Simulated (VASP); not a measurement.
The system is Re.

```
CELL_PARAMETERS angstrom
2.76080 0.00000 0.00000
-1.38040 2.39092 0.00000
0.00000 0.00000 4.45820
ATOMIC_POSITIONS crystal
Re 0.66667 0.33333 0.75000
Re 0.33333 0.66667 0.25000
```

| Property | Result |
| --- | --- |
| Program | VASP 6.6.1 |
| Task | relaxation of cell and atoms |
| Functional | SVWN5 |
| Potentials or basis | VASP PAW PBE potentials, release 64 (Re) |
| Cutoff | 600 eV |
| k mesh | 11 × 11 × 6 |
| Occupations | fermi-dirac, width 0.05 eV |
| Spin | no spin polarisation |

At the start: pressure -10.1 GPa; volume 14.71 Å³/atom.

Where does the relaxation end?

Over 7 steps the energy falls by 12.0 meV/atom and the volume is 14.34 Å³/atom (-2.5 %); space group P6_3/mmc (No. 194, to 0.1 Å) before and after.

Step by step:
```csv
step,energy change (eV),largest force (eV/Å),pressure (GPa),volume (Å³)
1,0.0000,0.0000,-10.06,29.43
2,0.4767,0.0000,58.71,25.66
3,-0.0240,0.0000,-0.67,28.72
4,-0.0240,0.0000,-0.03,28.68
5,-0.0240,0.0000,0.14,28.67
6,-0.0240,0.0000,-0.32,28.71
7,-0.0240,0.0000,0.02,28.68
```

Final structure:
```
Re
1.0
     2.73796    0.00000    0.00000
    -1.36898    2.37115    0.00000
     0.00000    0.00000    4.41802
Re
2
Direct
  0.66667 0.33333 0.75000
  0.33333 0.66667 0.25000
```

Caveat: the PAW data sets were made with another functional, which shifts forces and pressure a little.
